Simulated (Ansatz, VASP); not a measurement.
One calculation of BaTiO3, two programs

```
CELL_PARAMETERS angstrom
3.95736 0.00000 0.00000
0.00000 2.81801 2.82670
0.00000 -2.81801 2.82670
ATOMIC_POSITIONS crystal
Ba 0.00000 0.00536 0.00536
Ti 0.50000 0.51704 0.51704
O 0.00000 0.49263 0.49263
O 0.50000 0.49382 0.98736
O 0.50000 0.98736 0.49382
```

Change from the starting cell: volume scaled by 0.98, ions relaxed.

Alike in both runs: functional PBE; k mesh 8 × 8 × 8; occupations fermi-dirac, width 0.02 eV; no spin polarisation.

Ansatz relaxed the structure, and its values are those at the end. VASP's run is a single point on that final structure, the one shown.

|  | VASP | Ansatz |
| --- | --- | --- |
| version | VASP 6.6.1 | Ansatz 0.2.0 |
| potentials or method | VASP PAW PBE potentials, release 64 (Ba_sv, Ti_sv, O) | plane-wave PAW, scalar-relativistic |
| plane-wave cutoff (eV) | 520 | 420 |
| valence electrons in the cell | 40 | 40 |

VASP gave:

| Quantity | Value |
| --- | --- |
| gap on the k mesh at the Fermi level (eV) | 2.05 |
| pressure (GPa) | 8.8 |
| rms of the force components (eV/Å) | 0.021 |

Q: Which values does Ansatz return?

A: gap on the k mesh at the Fermi level (eV): 2.11; pressure (GPa): 6.8; rms of the force components (eV/Å): 0.002.

The functional is the same, so the differences come from potentials, cutoffs and numerics. Ansatz's warnings: stress scf threshold loose.

Neither program's run includes spin-orbit coupling.
